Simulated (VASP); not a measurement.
A run of VASP 6.6.1 is set up as follows.

Contents of INCAR:

```
ALGO     = Normal         # electronic algorithm
EDIFF    = 1E-6           # SCF threshold, eV
ENCUT    = 520            # plane-wave cutoff, eV
GGA      = PE             # functional
ISIF     = 2              # what is computed and relaxed
ISMEAR   = 1              # smearing method
LASPH    = T              # aspherical terms in the spheres
LCHARG   = T              # write CHGCAR
LELF     = T              # ELF
LREAL    = F              # projectors in reciprocal space
LVHAR    = T            
LWAVE    = F              # write WAVECAR
NBANDS   = 25             # bands
NELM     = 100            # most SCF steps
PREC     = Accurate       # precision mode
SIGMA    = 0.0704         # smearing width, eV
```

Contents of KPOINTS:

```
k-points
0
Gamma
  6 6 6
```

The input POSCAR:

```
LaScSe2
1.0
    3.9245440000      0.0000000000      0.0000000000
   -1.9622720000      3.3987580000      0.0000000000
    0.0000000000     -2.2658360000      7.4243980000
Se La Sc
2 1 1
Direct
    0.2322000000      0.4644000000      0.6966000000
    0.7678000000      0.5356000000      0.3034000000
    0.5000000000      0.0000000000      0.5000000000
    0.0000000000      0.0000000000      0.0000000000
```

Potentials or basis: VASP PAW PBE potentials, release 64 (Se, La, Sc_sv).

Launch:

```console
$ cat potpaw_PBE.64/Se/POTCAR potpaw_PBE.64/La/POTCAR potpaw_PBE.64/Sc_sv/POTCAR > POTCAR
$ mpirun -np 1 vasp_std > vasp.out
```

Task: Predict the pressure.

Result: 13.7 GPa.

Task: What does it give for the band gap on the k mesh?

Result: Zero (band 17 reaches 6.99 eV, above the bottom of band 18 at 6.70 eV).

Task: Predict the largest force.

Result: 4.678 eV/Å.

Stress tensor (GPa, compression positive):
```
17.15  0.00  0.00
 0.00 17.15  0.00
 0.00  0.00  6.66
```

Caveat: spin-orbit coupling is left out, which moves the levels of the heavy elements; forces of over 1 eV/Å act on the atoms, so gaps and moduli don't describe the material at rest.
